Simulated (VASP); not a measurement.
BeTe:

```
Be Te
1.0
     0.00000    2.82862    2.82862
     2.82862    0.00000    2.82862
     2.82862    2.82862    0.00000
Be Te
1 1
Direct
  0.00000 0.00000 0.00000
  0.25000 0.25000 0.25000
```

Base run:

| Quantity | Value |
| --- | --- |
| Program | VASP 6.6.1 |
| Functional | r2SCAN |
| Potentials or basis | VASP PAW PBE potentials, release 64 (Be, Te) |
| Cutoff | 520 eV |
| k mesh | 8 × 8 × 8 |
| Occupations | gaussian, width 0.01 eV |
| Spin | no spin polarisation |

Its results: band gap on the k mesh 2.37 eV (least direct gap 4.03 eV); pressure 0.2 GPa.

**Question.** The run is repeated on the same cell with these changes: functional from r2SCAN to PBE; occupations from gaussian, width 0.01 eV to fermi-dirac, width 0.02 eV. What comes out?

**Answer.** Band gap on the k mesh 2.01 eV (least direct gap 3.62 eV); pressure 0.3 GPa.

Caveats: spin-orbit coupling is left out, which moves the levels of the heavy elements; the PAW data sets were made with another functional, which shifts forces and pressure a little (at least some runs).

A k mesh can miss the band edges.
